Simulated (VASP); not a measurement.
# TaN (P6_3mc) in VASP: notebook

Runs on TaN. Level: PBEsol. Tasks: single point.

Program: VASP 6.6.1. These are calculated values, not measurements. Logs are shortened: lines on timing, memory, paths and dates and some standing lists are left out, and cuts for length are marked.

**1. The cell of the first run**

Symmetry: P6_3mc, No. 186, hexagonal system. The conventional cell has a = 3.163 Å, b = 3.163 Å, c = 5.658 Å, α = 90.00°, β = 90.00°, γ = 120.00°. Within 2.4 Å of Ta (site symmetry 3m) lie 4 N at 1.84 to 2.08 Å. Within 2.4 Å of N (site symmetry 3m) lie 4 Ta at 1.84 to 2.08 Å.

**2. Single point, PBEsol (volume 12.260 Å^3 an atom, c/a of the conventional cell 1.7887)**

Contents of INCAR:

```
PREC = Accurate
ENCUT = 520
EDIFF = 1E-7
ISMEAR = 0
SIGMA = 0.15
LREAL = F
LASPH = T
NELM = 80
ALGO = Normal
ISIF = 2
LWAVE = F
LCHARG = T
GGA = PS
LELF = T
LVHAR = T
NBANDS = 24
```

Contents of KPOINTS:

```
regular mesh
0
Gamma
  18 18 8
```

Contents of POSCAR:

```
TaN
1.0
    3.1634485408      0.0000000000      0.0000000000
   -1.5817242704      2.7396267999      0.0000000000
    0.0000000000      0.0000000000      5.6584604050
Ta N
2 2
Direct
    0.3333333333      0.6666666667      0.0301041378
    0.6666666667      0.3333333333      0.5301041378
    0.3333333333      0.6666666667      0.3548958622
    0.6666666667      0.3333333333      0.8548958622
```

Potentials or basis: VASP PAW PBE potentials, release 64 (Ta_pv, N).

The run is started by

```sh
$ cat potpaw_PBE.64/Ta_pv/POTCAR potpaw_PBE.64/N/POTCAR > POTCAR
$ mpirun -np 1 vasp_std > vasp.out
```

OUTCAR:

```text
PREC = Accurate
   ENCUT = 520
   EDIFF = 1E-7
   ISMEAR = 0
   LREAL = F
   LASPH = T
   NELM = 80
   ISIF = 2
   GGA = PS

 ion  position               nearest neighbor table
   1  0.333  0.667  0.030-   3 1.84   4 2.08   4 2.08   4 2.08   2 3.37   2 3.37   2 3.37   2 3.37
                             2 3.37   2 3.37
   2  0.667  0.333  0.530-   4 1.84   3 2.08   3 2.08   3 2.08   1 3.37   1 3.37   1 3.37   1 3.37
                             1 3.37   1 3.37
   3  0.333  0.667  0.355-   1 1.84   2 2.08   2 2.08   2 2.08
   4  0.667  0.333  0.855-   2 1.84   1 2.08   1 2.08   1 2.08

  LATTYP: Found a hexagonal cell.
 ALAT       =     3.1634485408
 C/A-ratio  =     1.7887000000

  Lattice vectors:

 A1 = (   3.1634485408,   0.0000000000,   0.0000000000)
 A2 = (  -1.5817242704,   2.7396267999,   0.0000000000)
 A3 = (   0.0000000000,   0.0000000000,   5.6584604050)

Analysis of symmetry for initial positions (statically):
=====================================================================
 Subroutine PRICEL returns:
 Original cell was already a primitive cell.

 Routine SETGRP: Setting up the symmetry group for a
 hexagonal supercell.

 Subroutine GETGRP returns: Found 12 space group operations
 (whereof  6 operations were pure point group operations)
 out of a pool of 24 trial point group operations.

The static configuration has the point symmetry C_3v.
 The point group associated with its full space group is C_6v.

Analysis of symmetry for dynamics (positions and initial velocities):
=====================================================================
 Subroutine PRICEL returns:
 Original cell was already a primitive cell.

 Routine SETGRP: Setting up the symmetry group for a
 hexagonal supercell.

 Subroutine GETGRP returns: Found 12 space group operations
 (whereof  6 operations were pure point group operations)
 out of a pool of 24 trial point group operations.

The dynamic configuration has the point symmetry C_3v.
 The point group associated with its full space group is C_6v.

 Subroutine INISYM returns: Found 12 space group operations
 (whereof  6 operations are pure point group operations),
 and found     1 'primitive' translations

----------------------------------------------------------------------------------------

                                     Primitive cell

  volume of cell :      49.0400

  direct lattice vectors                    reciprocal lattice vectors
     3.163448541  0.000000000  0.000000000     0.316110721  0.182506610  0.000000000
    -1.581724270  2.739626800  0.000000000     0.000000000  0.365013220  0.000000000
     0.000000000  0.000000000  5.658460405     0.000000000  0.000000000  0.176726517

  length of vectors
     3.163448541  3.163448541  5.658460405     0.365013220  0.365013220  0.176726517

  position of ions in fractional coordinates (direct lattice)
     0.333333333  0.666666667  0.030104138
     0.666666667  0.333333333  0.530104138
     0.333333333  0.666666667  0.354895862
     0.666666667  0.333333333  0.854895862

  ion indices of the primitive-cell ions
   primitive index   ion index
                 1           1
                 2           2
                 3           3
                 4           4

----------------------------------------------------------------------------------------

 KPOINTS: regular mesh

Automatic generation of k-mesh.
 Grid dimensions read from file:
 generate k-points for:   18   18    8

 Generating k-lattice:

  Cartesian coordinates                     Fractional coordinates (reciprocal lattice)
     0.017561707  0.010139256  0.000000000     0.055555556  0.000000000  0.000000000
     0.000000000  0.020278512  0.000000000     0.000000000  0.055555556  0.000000000
     0.000000000  0.000000000  0.022090815     0.000000000  0.000000000  0.125000000

  Length of vectors
     0.020278512  0.020278512  0.022090815

  Shift w.r.t. Gamma in fractional coordinates (k-lattice)
     0.000000000  0.000000000  0.000000000

 Subroutine IBZKPT returns following result:
 ===========================================

 Found    185 irreducible k-points:

 Following reciprocal coordinates:
            Coordinates               Weight
  0.000000  0.000000  0.000000      1.000000
  0.055556 -0.000000  0.000000      6.000000
  0.111111 -0.000000  0.000000      6.000000
  0.166667  0.000000  0.000000      6.000000
  0.222222  0.000000  0.000000      6.000000
  0.277778  0.000000  0.000000      6.000000
[... 16 lines left out ...]
  0.333333  0.111111  0.000000     12.000000
  0.388889  0.111111  0.000000     12.000000
 [... further k-points ...]
   k-points           NKPTS =    185   k-points in BZ     NKDIM =    185   number of bands    NBANDS=     24
   number of dos      NEDOS =    301   number of ions     NIONS =      4
   total plane-waves  NPLWV =  24192
   dimension x,y,z NGX =    24 NGY =   24 NGZ =   42
   dimension x,y,z NGXF=    48 NGYF=   48 NGZF=   84
   ions per type =               2   2
   NGX,Y,Z   is equivalent  to a cutoff of  12.61, 12.61, 12.34 a.u.
   NGXF,Y,Z  is equivalent  to a cutoff of  25.23, 25.23, 24.68 a.u.
 SYSTEM =  unknown system
   PREC   = accura    normal or accurate (medium, high low for compatibility)
   ISTART =      0    job   : 0-new  1-cont  2-samecut
   ICHARG =      2    charge: 1-file 2-atom 10-const
   ISPIN  =      1    spin polarized calculation?
   LNONCOLLINEAR =      F non collinear calculations
   LSORBIT =      F    spin-orbit coupling
   LASPH  =      T    aspherical Exc in radial PAW
   ENCUT  =  520.0 eV  38.22 Ry    6.18 a.u.   5.88  5.88 10.52*2*pi/ulx,y,z
   NELM   =     80;   NELMIN=  2; NELMDL= -5     # of ELM steps
   EDIFF  = 0.1E-06   stopping-criterion for ELM
   LREAL  =      F    real-space projection
   EDIFFG = 0.1E-05   stopping-criterion for IOM
   NSW    =      0    number of steps for IOM
   IBRION =     -1    ionic relax: 0-MD 1-quasi-New 2-CG
   NFREE  =      0    steps in history (QN), initial steepest desc. (CG)
   ISIF   =      2    stress and relaxation
   ISYM   =      2    0-nonsym 1-usesym 2-fastsym
   POTIM  = 0.5000    time-step for ionic-motion
   TEBEG  =    0.0;   TEEND  =   0.0 temperature during run
   PSTRESS=    0.0 pullay stress
   NELECT =      32.0000    total number of electrons
   NUPDOWN=      -1.0000    fix difference up-down
   EMIN   =  10.00;   EMAX   =-10.00  energy-range for DOS
   EFERMI =   0.00;   METHOD = LEGACY
   ISMEAR =     0;   SIGMA  =   0.15  broadening in eV -4-tet -1-fermi 0-gaus
   EFERMI_NEDOS =   21; number of points for ismear=-14 and -15
   IALGO  =     38    algorithm
   IMIX   =      4    mixing-type and parameters
     AMIX     =   0.40;   BMIX     =  1.00
     AMIX_MAG =   1.60;   BMIX_MAG =  1.00
  volume/ion in A,a.u.               =      12.26        82.73
  Fermi-wavevector in a.u.,A,eV,Ry     =   1.419955  2.683326 27.433060  2.016273
  Thomas-Fermi vector in A             =   2.540921
   LORBIT       =      0    0 simple, 1 ext, 2 COOP (PROOUT), +10 PAW based schemes
   GGA     = PS    functional components
   LHFCALC =     F    Hartree Fock is set to
   AEXX    =    0.0000 exact exchange contribution
   IVDW    =     0    specifies the selected vdW correction
   LEPSILON=     F    determine dielectric tensor
   LRPA    =     F    only Hartree local field effects (RPA)
 non-spin polarized calculation
 Gauss-broadening in eV      SIGMA  =   0.15
  energy-cutoff  :      520.00
  volume of cell :       49.04
 maximum number of plane-waves:      1344
 NGX is ok and might be reduce to    24
   NGX = 11   NGY = 11   NGZ = 21

 number of electron      31.9999998 magnetization

 Free energy of the ion-electron system (eV)
  ---------------------------------------------------
  ext. energy  EPLUGINS =         0.00000000
  ---------------------------------------------------
  free energy    TOTEN  =       -45.29111501 eV

  energy without entropy =      -45.28232410  energy(sigma->0) =      -45.28671956

 E-fermi :   6.9877     XC(G=0): -12.5986

 val. band max:        6.9861355283   @ k =   0.3333   0.3333   0.1250
 cond. band min:       7.0053669398   @ k =   0.1111   0.0556   0.5000
 fundamental gap:      0.0192314115
 Fermi energy:         6.9877322930

 k-point     1 :       0.0000    0.0000    0.0000
  band No.  band energies     occupation
      1     -28.7162      2.00000
      2     -28.1441      2.00000
      3     -27.8524      2.00000
      4     -27.8524      2.00000
      5     -27.7916      2.00000
      6     -27.7916      2.00000
[... 16 lines left out ...]
     23      12.2771      0.00000
     24      14.4419      0.00000

 k-point     2 :       0.0556   -0.0000    0.0000
  band No.  band energies     occupation
      1     -28.7100      2.00000
      2     -28.1453      2.00000
      3     -27.8691      2.00000
      4     -27.8568      2.00000
      5     -27.8095      2.00000
      6     -27.7947      2.00000
[... 16 lines left out ...]
     23      12.5082      0.00000
     24      14.3000      0.00000

 k-point     3 :       0.1111   -0.0000    0.0000
  band No.  band energies     occupation
      1     -28.6921      2.00000
      2     -28.1490      2.00000
      3     -27.9170      2.00000
      4     -27.8696      2.00000
      5     -27.8606      2.00000
      6     -27.8038      2.00000
[... 16 lines left out ...]
     23      13.1148      0.00000
     24      14.0879      0.00000

 k-point     4 :       0.1667    0.0000    0.0000
  band No.  band energies     occupation
      1     -28.6636      2.00000
      2     -28.1556      2.00000
      3     -27.9898      2.00000
      4     -27.9375      2.00000
      5     -27.8890      2.00000
      6     -27.8178      2.00000
[... 16 lines left out ...]
     23      13.7945      0.00000
     24      14.0068      0.00000

 k-point     5 :       0.2222    0.0000    0.0000
  band No.  band energies     occupation
      1     -28.6270      2.00000
      2     -28.1659      2.00000
      3     -28.0784      2.00000
      4     -28.0293      2.00000
      5     -27.9124      2.00000
      6     -27.8352      2.00000
[... 16 lines left out ...]
     23      13.5333      0.00000
     24      14.9040      0.00000

 k-point     6 :       0.2778    0.0000    0.0000
  band No.  band energies     occupation
      1     -28.5854      2.00000
      2     -28.1813      2.00000
      3     -28.1712      2.00000
      4     -28.1230      2.00000
      5     -27.9369      2.00000
      6     -27.8540      2.00000
[... 16 lines left out ...]
     23      13.1794      0.00000
     24      14.7899      0.00000
[... 379 lines left out ...]
 k-point    21 :       0.2222    0.1111    0.0000
  band No.  band energies     occupation
      1     -28.5715      2.00000
      2     -28.1870      2.00000
      3     -28.1741      2.00000
      4     -28.1430      2.00000
      5     -27.9568      2.00000
      6     -27.8830      2.00000
[... 16 lines left out ...]
     23      13.1617      0.00000
     24      14.6575      0.00000

 k-point    22 :       0.2778    0.1111    0.0000
  band No.  band energies     occupation
      1     -28.5299      2.00000
      2     -28.2515      2.00000
      3     -28.2246      2.00000
      4     -28.1936      2.00000
      5     -27.9872      2.00000
      6     -27.9056      2.00000
[... 16 lines left out ...]
     23      12.8280      0.00000
     24      14.0370      0.00000

 k-point    23 :       0.3333    0.1111    0.0000
  band No.  band energies     occupation
      1     -28.4927      2.00000
      2     -28.3110      2.00000
      3     -28.2793      2.00000
      4     -28.2162      2.00000
      5     -28.0117      2.00000
      6     -27.9239      2.00000
[... 16 lines left out ...]
     23      12.8978      0.00000
     24      13.5311      0.00000

 k-point    24 :       0.3889    0.1111    0.0000
  band No.  band energies     occupation
      1     -28.4678      2.00000
      2     -28.3424      2.00000
      3     -28.3199      2.00000
      4     -28.2334      2.00000
      5     -28.0277      2.00000
      6     -27.9359      2.00000
[... 16 lines left out ...]
     23      12.7498      0.00000
     24      13.5243      0.00000

 [... further k-points ...]
[... 5 lines left out ...]
  --------------------------------------------------------------------------------------
  -------------------------------------------------------------------------------------
  Total        1.5306876      1.5306876     16.4968342      0.0000000      0.0000000      0.0000000
  in kB       50.0088275     50.0088275    538.9652087      0.0000000      0.0000000      0.0000000
  external PRESSURE =     212.9942879 kB  Pullay stress =       0.0000000 kB

 VOLUME and BASIS-vectors are now :
 -----------------------------------------------------------------------------
  energy-cutoff  :      520.00
  volume of cell :       49.04
      direct lattice vectors                 reciprocal lattice vectors
     3.163448541  0.000000000  0.000000000     0.316110721  0.182506610  0.000000000
    -1.581724270  2.739626800  0.000000000     0.000000000  0.365013220  0.000000000
     0.000000000  0.000000000  5.658460405     0.000000000  0.000000000  0.176726517

 POSITION                                       TOTAL-FORCE (eV/Angst)
 -----------------------------------------------------------------------------------
     -0.00000      1.82642      0.17034        -0.000000      0.000000     -2.645311
      1.58172      0.91321      2.99957         0.000000     -0.000000     -2.645311
     -0.00000      1.82642      2.00816         0.000000      0.000000      2.645311
      1.58172      0.91321      4.83739        -0.000000     -0.000000      2.645311
 -----------------------------------------------------------------------------------
    total drift:                               -0.000000      0.000000      0.000575

  FREE ENERGIE OF THE ION-ELECTRON SYSTEM (eV)
  ---------------------------------------------------
  free  energy   TOTEN  =       -45.2911150075 eV

  energy  without entropy=      -45.2823241031  energy(sigma->0) =      -45.28671956
```

Run time: 1.9 min. Hardware: 1 thread of Intel Xeon Platinum 8488C (Sapphire Rapids), shared host; peak memory 0.3 GiB.

Results:

```
Free energy            : -45.2911 eV
Pressure               : 21.3 GPa
Largest force          : 2.645 eV/Å
Band gap on the k mesh : zero (band 16 reaches 7.57 eV, above the bottom of band 17 at 6.72 eV)
```

Forces on the atoms (eV/Å):
```
Ta   0.000  0.000 -2.645
Ta   0.000  0.000 -2.645
N    0.000  0.000  2.645
N    0.000  0.000  2.645
```

Caveat: the PAW data sets were made with another functional, which shifts forces and pressure a little; spin-orbit coupling is left out, which moves the levels of the heavy elements.

**3. Single point, PBEsol (volume 12.770 Å^3 an atom, c/a of the conventional cell 1.7182)**

Contents of INCAR:

```
ALGO = Normal ; EDIFF = 1E-7
ENCUT = 520 ; GGA = PS
ISIF = 2 ; ISMEAR = 0
LASPH = T ; LCHARG = F
LREAL = F ; LWAVE = F
NBANDS = 24 ; NELM = 80
PREC = Accurate ; SIGMA = 0.15
```

Contents of KPOINTS:

```
k-points
0
Gamma
  18 18 8
```

Contents of POSCAR:

```
TaN
1.0
    3.2500271850      0.0000000000      0.0000000000
   -1.6250135925      2.8146061052      0.0000000000
    0.0000000000      0.0000000000      5.5841967092
Ta N
2 2
Direct
    0.3333333333      0.6666666667      0.0301041378
    0.6666666667      0.3333333333      0.5301041378
    0.3333333333      0.6666666667      0.3548958622
    0.6666666667      0.3333333333      0.8548958622
```

Potentials or basis: VASP PAW PBE potentials, release 64 (Ta_pv, N).

The run is started by

```sh
$ cat potpaw_PBE.64/Ta_pv/POTCAR potpaw_PBE.64/N/POTCAR > POTCAR
$ mpirun -np 1 vasp_std > vasp.out
```

Run time: 1.9 min. Hardware: 1 thread of Intel Xeon Platinum 8488C (Sapphire Rapids), shared host; peak memory 0.31 GiB.

The run converged. Its results:

| Item | Value |
| --- | --- |
| Free energy | -45.0473 eV |
| Pressure | 13.3 GPa |
| Largest force | 3.773 eV/Å |
| Band gap on the k mesh | zero (band 16 reaches 7.22 eV, above the bottom of band 17 at 6.28 eV) |

Forces in eV/Å, atoms in the order of the input:
```
Ta   0.000  0.000 -3.773
Ta   0.000  0.000 -3.773
N    0.000  0.000  3.773
N    0.000  0.000  3.773
```

Stress tensor (GPa, compression positive):
```
-7.08  0.00  0.00
 0.00 -7.08  0.00
 0.00  0.00 54.16
```

Levels at points of the mesh, in eV from the Fermi level:
```tsv
k point	band 13	band 14	band 15	band 16	band 17	band 18	band 19	band 20
(0.00, 0.00, 0.00)	-4.94	-4.94	-1.06	-0.59	-0.30	-0.30	1.93	1.93
(0.50, 0.00, 0.00)	-4.87	-3.93	-2.37	-0.27	1.72	2.18	2.66	2.88
(0.00, 0.00, 0.50)	-5.66	-5.66	0.64	0.64	0.95	0.95	0.95	0.95
(0.50, 0.00, 0.50)	-5.36	-5.36	-0.46	-0.46	1.95	1.95	2.91	2.91
```

Caveat: the PAW data sets were made with another functional, which shifts forces and pressure a little; spin-orbit coupling is left out, which moves the levels of the heavy elements.

(Part 1 of 2 ends here.)
